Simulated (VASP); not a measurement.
Runs of VASP 6.6.1 on Ag. The structure is that of space group P6_3/mmc (No. 194), or close to it. The cells are those of the table. This isn't the form of Ag at room conditions, which is fcc.

| cell | further INCAR settings | gap on the mesh (eV) | pressure (GPa) |
| --- | --- | --- | --- |
| a = 2.849, b = 2.849, c = 9.707 Å, angles 90.0, 90.0, 120.0°, 4 atoms | ALGO = Fast; EDIFF = 1e-06; NBANDS = 30 | none | 4.9 |
| a = 2.849, b = 2.849, c = 9.277 Å, angles 90.0, 90.0, 120.0°, 4 atoms | ALGO = Fast; EDIFF = 1e-07; NBANDS = 30 | none | 10.6 |
| a = 2.849, b = 2.849, c = 9.564 Å, angles 90.0, 90.0, 120.0°, 4 atoms | ALGO = Fast; EDIFF = 1e-06; NBANDS = 30 | none | (b) |
| a = 2.893, b = 2.893, c = 9.277 Å, angles 90.0, 90.0, 120.0°, 4 atoms | ALGO = Fast; EDIFF = 1e-06; NBANDS = 30 | none | (a) |
| a = 2.849, b = 2.849, c = 9.420 Å, angles 90.0, 90.0, 120.0°, 4 atoms | ALGO = Fast; EDIFF = 1e-06; NBANDS = 30 | none | 8.5 |

Alike in all rows: task single point; level PBE; potentials or basis VASP PAW PBE potentials, release 64 (Ag); no spin polarisation; k mesh 18 × 18 × 6; cutoff (eV) 520; smearing gaussian 0.15 eV.

Problem. Fill in the values left out.

Solution. (a) 6.4; (b) 6.6.

Caveats: the cell stands under pressure.

A k mesh can miss the band edges, and the runs leave out spin-orbit coupling on Ag.

A gap of «none» marks levels without a gap at the run's occupations.
